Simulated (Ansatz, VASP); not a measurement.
One calculation of Ta, two programs

```
Ta
1.0
     0.00000    3.17979    3.17979
     3.17979    0.00000    3.17979
     3.17979    3.17979    0.00000
Ta
3
Direct
  0.25000 0.25000 0.25000
  0.75000 0.75000 0.75000
  0.50000 0.50000 0.50000
```

Alike in both runs: functional PBE; k mesh 12 × 12 × 12; occupations gaussian, width 0.1 eV; no spin polarisation.

Ansatz relaxed the structure, and its values are those at the end. VASP's run is a single point on that final structure, the one shown.

|  | VASP | Ansatz |
| --- | --- | --- |
| version | VASP 6.6.1 | Ansatz 0.2.0 |
| potentials or method | VASP PAW PBE potentials, release 64 (Ta_pv), cutoff 520 eV | scalar-relativistic, plane waves, PAW |
| valence electrons in the cell | 33 | 39 |

|  | VASP | Ansatz | Ansatz less VASP |
| --- | --- | --- | --- |
| gap on the k mesh at the Fermi level (eV) | none | none | - |
| pressure (GPa) | 0.1 | 0.0 | -0.14 |

A gap of «none» marks a metal or a gap that the smearing closes. VASP's potentials hold 33 valence electrons a cell and Ansatz's 39, so a difference there can come from the potentials and not from the codes.

Spin-orbit coupling is off throughout.
